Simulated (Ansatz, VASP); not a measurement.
**One calculation of Bi, two programs**

```xyz
1
Lattice="0.0000 2.4050 2.4050 2.4050 0.0000 2.4050 2.4050 2.4050 0.0000" Properties=species:S:1:pos:R:3 pbc="T T T"
Bi    0.0000    0.0000    0.0000
```

Alike in both runs: task single point; functional PBEsol; k mesh 12 × 12 × 12; occupations fermi-dirac, width 0.1 eV; no spin polarisation.

|  | VASP | Ansatz |
| --- | --- | --- |
| version | VASP 6.6.1 | Ansatz 0.2.0 |
| potentials or method | VASP PAW PBE potentials, release 64 (Bi_d), cutoff 520 eV | plane waves (420 eV) with PAW, scalar-relativistic |
| valence electrons in the cell | 15 | 15 |

```csv
,VASP,Ansatz,Ansatz less VASP
pressure (GPa),5.8,5.8,+0.06
```

VASP's potentials were made for PBE, not for PBEsol, and Ansatz warns of the same on its side. With one functional, cell and mesh, what is left measures potentials, basis and numerics.

Spin-orbit coupling is off throughout.
